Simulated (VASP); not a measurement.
# TiO2 (P2_1/c) in VASP: further runs, part 3 of 3

VASP 6.6.1. The steps go on from the part before.

## Step 5: Single point, LDA+U

File INCAR:

```
SYSTEM = TiO2
PREC = Accurate ; ENCUT = 600
EDIFF = 1E-6 ; ISMEAR = -1
SIGMA = 0.05 ; LREAL = .FALSE.
LASPH = .TRUE. ; NELM = 200
ALGO = Normal ; ISIF = 2
LWAVE = .FALSE. ; LCHARG = .FALSE.
LMAXMIX = 4 ; LDAU = .TRUE.
LDAUTYPE = 2 ; LDAUL = 2 -1
LDAUU = 3 0 ; LDAUJ = 0 0
LDAUPRINT = 1 ; NBANDS = 60
GGA_COMPAT = .FALSE. ; KPAR = 4
```

File KPOINTS:

```
Automatic mesh
0
G
  6 6 6
  0 0 0
```

File POSCAR:

```
TiO2
1.0
    4.8126997814      0.0000000000      0.0000000000
    0.0000000000      4.8718844600      0.0000000000
   -0.8628854487      0.0000000000      4.9665942755
Ti O
4 8
Direct
    0.2774352600      0.0528083600      0.2131482700
    0.7225647400      0.5528083600      0.2868517300
    0.7225647400      0.9471916400      0.7868517300
    0.2774352600      0.4471916400      0.7131482700
    0.0638382200      0.1769655200      0.8515567400
    0.9361617800      0.6769655200      0.6484432600
    0.9361617800      0.8230344800      0.1484432600
    0.0638382200      0.3230344800      0.3515567400
    0.4453609900      0.7576317400      0.4667718600
    0.5546390100      0.2576317400      0.0332281400
    0.5546390100      0.2423682600      0.5332281400
    0.4453609900      0.7423682600      0.9667718600
```

Potentials or basis: VASP PAW LDA potentials, release 64 (Ti_sv, O).

Started as:

```sh
cat potpaw_LDA.64/Ti_sv/POTCAR potpaw_LDA.64/O/POTCAR > POTCAR
mpirun -np 4 vasp_std > vasp.out
```

It took 3 min on 4 MPI ranks of AMD EPYC 7R13 (Zen 3), shared host; peak memory 0.52 GiB.

It converged, with:

```yaml
Free_energy: -109.1187 eV
Pressure: -2.9 GPa
Largest_force: 0.296 eV/Å
Band_gap_on_the_k_mesh: 2.53 eV (least direct gap 2.60 eV)
```

Forces in eV/Å, atoms in the order of the input:
```
Ti   0.050 -0.210 -0.203
Ti  -0.050 -0.210  0.203
Ti  -0.050  0.210  0.203
Ti   0.050  0.210 -0.203
O   -0.057 -0.125  0.096
O    0.057 -0.125 -0.096
O    0.057  0.125 -0.096
O   -0.057  0.125  0.096
O   -0.035 -0.025  0.138
O    0.035 -0.025 -0.138
O    0.035  0.025 -0.138
O   -0.035  0.025  0.138
```

Stress tensor (GPa, compression positive):
```
-2.67  0.00 -0.61
 0.00 -2.50  0.00
-0.61  0.00 -3.65
```

Levels at points of the mesh, in eV from the valence-band top:
```tsv
k point	band 44	band 45	band 46	band 47	band 48	band 49	band 50	band 51	band 52	band 53
(0.00, 0.00, 0.00)	-1.09	-0.68	-0.55	-0.04	0.00	2.70	2.77	3.22	3.29	3.42
(0.50, 0.00, 0.00)	-0.89	-0.86	-0.73	-0.52	-0.07	2.53	3.10	3.13	3.25	3.67
(0.00, 0.50, 0.00)	-1.32	-0.92	-0.92	-0.40	-0.40	3.11	3.11	3.41	3.41	3.50
(0.50, 0.50, 0.00)	-1.67	-0.99	-0.99	-0.75	-0.75	2.96	2.96	3.17	3.17	3.41
(0.00, 0.00, 0.50)	-1.31	-1.10	-1.10	-0.44	-0.44	2.96	2.96	3.06	3.06	3.70
(0.50, 0.00, 0.50)	-1.40	-1.11	-1.11	-0.64	-0.64	2.62	2.62	3.48	3.48	3.61
(0.00, 0.50, 0.50)	-1.20	-1.14	-1.14	-0.85	-0.85	2.94	2.94	3.05	3.05	3.64
(0.50, 0.50, 0.50)	-1.41	-1.23	-1.23	-0.96	-0.96	2.78	2.78	3.15	3.15	3.51
```

Eigenvalues of the final occupation matrices:
| site | spin | trace | eigenvalues |
| --- | --- | --- | --- |
| site 1 d | 1 | 0.85 | 0.09 0.12 0.17 0.23 0.24 |
| site 1 d | 2 | 0.85 | 0.09 0.12 0.17 0.23 0.24 |
| site 2 d | 1 | 0.85 | 0.09 0.12 0.17 0.23 0.24 |
| site 2 d | 2 | 0.85 | 0.09 0.12 0.17 0.23 0.24 |
| site 3 d | 1 | 0.85 | 0.09 0.12 0.17 0.23 0.24 |
| site 3 d | 2 | 0.85 | 0.09 0.12 0.17 0.23 0.24 |
| site 4 d | 1 | 0.85 | 0.09 0.12 0.17 0.23 0.24 |
| site 4 d | 2 | 0.85 | 0.09 0.12 0.17 0.23 0.24 |

A k mesh can miss the band edges.

## Step 6: Single point, PBE

File INCAR:

```
SYSTEM = TiO2
PREC = Accurate
ENCUT = 600
EDIFF = 1E-6
ISMEAR = 0
SIGMA = 0.014
LREAL = .FALSE.
LASPH = .TRUE.
NELM = 120
ALGO = Normal
ISIF = 2
LWAVE = .FALSE.
LCHARG = .TRUE.
GGA = PE
LELF = .TRUE.
LVHAR = .TRUE.
NBANDS = 60
GGA_COMPAT = .FALSE.
```

KPOINTS is that of step 5.

POSCAR is that of step 5.

Potentials or basis: VASP PAW PBE potentials, release 64 (Ti_sv, O).

Started as:

```sh
cat potpaw_PBE.64/Ti_sv/POTCAR potpaw_PBE.64/O/POTCAR > POTCAR
mpirun -np 1 vasp_std > vasp.out
```

Run time: 19 min. Hardware: 1 thread of Oxide Virtual Turin-like, shared host; peak memory 0.53 GiB.

It converged, with:

* Free energy: -106.9448 eV
* Pressure: 4.7 GPa
* Largest force: 0.100 eV/Å
* Band gap on the k mesh: 2.28 eV (least direct gap 2.35 eV)

Forces in eV/Å, atoms in the order of the input:
```
Ti   0.024  0.053  0.081
Ti  -0.024  0.053 -0.081
Ti  -0.024 -0.053 -0.081
Ti   0.024 -0.053  0.081
O   -0.022  0.021 -0.074
O    0.022  0.021  0.074
O    0.022 -0.021  0.074
O   -0.022 -0.021 -0.074
O   -0.056  0.012  0.001
O    0.056  0.012 -0.001
O    0.056 -0.012 -0.001
O   -0.056 -0.012  0.001
```

Stress tensor (GPa, compression positive):
```
4.59 0.00 0.03
0.00 4.67 0.00
0.03 0.00 4.77
```

Levels at points of the mesh, in eV from the valence-band top:
| k point | band 45 | band 46 | band 47 | band 48 | band 49 | band 50 | band 51 | band 52 |
| --- | --- | --- | --- | --- | --- | --- | --- | --- |
| (0.00, 0.00, 0.00) | -0.66 | -0.56 | -0.01 | 0.00 | 2.43 | 2.53 | 2.90 | 3.00 |
| (0.50, 0.00, 0.00) | -0.84 | -0.73 | -0.51 | -0.07 | 2.28 | 2.84 | 2.85 | 2.99 |
| (0.00, 0.50, 0.00) | -0.93 | -0.93 | -0.37 | -0.37 | 2.82 | 2.82 | 3.15 | 3.15 |
| (0.50, 0.50, 0.00) | -0.96 | -0.96 | -0.74 | -0.74 | 2.69 | 2.69 | 2.94 | 2.94 |
| (0.00, 0.00, 0.50) | -1.07 | -1.07 | -0.41 | -0.41 | 2.63 | 2.63 | 2.84 | 2.84 |
| (0.50, 0.00, 0.50) | -1.08 | -1.08 | -0.63 | -0.63 | 2.35 | 2.35 | 3.25 | 3.25 |
| (0.00, 0.50, 0.50) | -1.11 | -1.11 | -0.84 | -0.84 | 2.66 | 2.66 | 2.78 | 2.78 |
| (0.50, 0.50, 0.50) | -1.17 | -1.17 | -0.92 | -0.92 | 2.54 | 2.54 | 2.88 | 2.88 |

Caveat: the cell stands under pressure.

## Step 7: Summary

| level | potentials or basis | U | cell | cutoff (eV) | smearing | gap on the mesh (eV) | pressure (GPa) | largest force (eV/Å) |
| --- | --- | --- | --- | --- | --- | --- | --- | --- |
| LDA+U | VASP PAW LDA potentials, release 64 (Ti_sv, O) | Ti d U = 8.0 eV | a = 4.813, b = 4.872, c = 5.041 Å, angles 90.0, 99.9, 90.0°, 12 atoms, atomic positions A | 600 | fermi-dirac 0.05 eV | 3.17 | 8.7 | 1.00 |
| PBE+D3(BJ) | VASP PAW PBE potentials, release 64 (Ti_sv, O) | - | a = 4.803, b = 4.877, c = 5.036 Å, angles 90.0, 99.9, 90.0°, 12 atoms, atomic positions B | 520 | fermi-dirac 0.05 eV | 2.27 | 0.8 | 0.05 |
| PBEsol | VASP PAW PBE potentials, release 64 (Ti_sv, O) | - | a = 4.781, b = 4.861, c = 5.002 Å, angles 90.0, 100.1, 90.0°, 12 atoms, atomic positions C | 520 | fermi-dirac 0.05 eV | 2.23 | 0.8 | 0.05 |
| LDA+U | VASP PAW LDA potentials, release 64 (Ti_sv, O) | Ti d U = 3.0 eV | a = 4.813, b = 4.872, c = 5.041 Å, angles 90.0, 99.9, 90.0°, 12 atoms, atomic positions A | 600 | fermi-dirac 0.05 eV | 2.53 | -2.9 | 0.30 |
| PBE | VASP PAW PBE potentials, release 64 (Ti_sv, O) | - | a = 4.813, b = 4.872, c = 5.041 Å, angles 90.0, 99.9, 90.0°, 12 atoms, atomic positions A | 600 | gaussian 0.014 eV | 2.28 | 4.7 | 0.10 |

Alike in all rows: task single point; no spin polarisation; k mesh 6 × 6 × 6.

Caveats: the cell stands under pressure (at least some runs); forces of over 1 eV/Å act on the atoms, so gaps and moduli don't describe the material at rest (at least some runs); the PAW data sets were made with another functional, which shifts forces and pressure a little (at least some runs).

Total energies depend on the potentials used, so only differences within one code and one set of settings carry meaning.
